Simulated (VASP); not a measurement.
Runs of VASP 6.6.1 on GdIrF. The structure is that of space group P4/mmm (No. 123), or close to it. The cells are those of the table. The cell was generated, and may not be a known phase.

```tsv
task	cell	k mesh	cutoff (eV)	gap on the mesh (eV)	pressure (GPa)	moment (μB)	relaxed volume (Å³/atom)
single point	a = 3.683, b = 3.683, c = 4.312 Å, 3 atoms	4 × 4 × 4	520	none	(a)	7.25	-
single point	a = 3.804, b = 3.804, c = 4.392 Å, 3 atoms	4 × 4 × 4	520	none	-4.9	7.41	-
relaxation of cell and atoms	relaxed from a = 3.804, b = 3.804, c = 4.392 Å, 3 atoms	4 × 4 × 4	600	none	0.0	6.90	(b)
relaxation of cell and atoms	relaxed from a = 3.683, b = 3.683, c = 4.312 Å, 3 atoms	6 × 6 × 4	600	none	0.0	7.07	(c)
single point	a = 3.683, b = 3.683, c = 4.312 Å, 3 atoms	6 × 6 × 4	520	none	-0.3	7.07	-
```

Alike in all rows: level PBE; potentials or basis VASP PAW PBE potentials, release 64 (Gd, Ir, F); spin collinear, ferromagnetic start; smearing gaussian 0.1 eV.

Fill in the values left out.

(a) -0.2; (b) 19.34; (c) 19.38.

Caveats: all runs use coarse meshes; spin-orbit coupling is left out, which moves the levels of the heavy elements; a cell with one magnetic atom can't hold antiferromagnetic order, which such compounds often take; semilocal functionals describe open f shells poorly, which spoils levels, moments and volumes.

A k mesh can miss the band edges, and the runs leave out spin-orbit coupling on Gd, Ir.

A gap of «none» marks levels without a gap at the run's occupations.
